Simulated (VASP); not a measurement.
A run of VASP 6.6.1 is set up as follows.

Contents of INCAR:

```
ALGO = Normal ; EDIFF = 1E-6
EDIFFG = -0.01 ; ENCUT = 600
GGA = PE ; IBRION = 2
ISIF = 3 ; ISMEAR = 0
LASPH = True ; LCHARG = False
LREAL = False ; LWAVE = False
NELM = 80 ; NSW = 80
PREC = Accurate ; SIGMA = 0.02
```

File KPOINTS:

```
k-points
0
Gamma
  6 6 8
```

File POSCAR:

```
SnO2
1.0
    4.8258010399      0.0000000000      0.0000000000
    0.0000000000      4.8258010399      0.0000000000
    0.0000000000      0.0000000000      3.2385548055
Sn O
2 4
Direct
    0.5000000000      0.5000000000      0.0000000000
    0.0000000000      0.0000000000      0.5000000000
    0.6933835447      0.6933835447      0.5000000000
    0.8066164553      0.1933835447      0.0000000000
    0.1933835447      0.8066164553      0.0000000000
    0.3066164553      0.3066164553      0.5000000000
```

Potentials or basis: VASP PAW PBE potentials, release 64 (Sn_d, O).

Run with:

```bash
$ cat potpaw_PBE.64/Sn_d/POTCAR potpaw_PBE.64/O/POTCAR > POTCAR
$ mpirun -np 1 vasp_std > vasp.out
```

Problem. What does it give for the band gap on the k mesh?

Solution. 0.64 eV.

Problem. Predict the relaxed volume.

Solution. 12.60 Å³/atom.

Problem. What does it give for the space group after relaxing (to 0.1 Å)?

Solution. P4_2/mnm (No. 136).

Step by step:
```
step  energy change (eV)  largest force (eV/Å)  pressure (GPa)  volume (Å³)
   1              0.0000                0.0224            0.53        75.42
   2              0.0002                0.0218           -0.62        75.87
   3             -0.0004                0.0025            0.01        75.62
```

Caveat: spin-orbit coupling is left out, which moves the levels of the heavy elements.
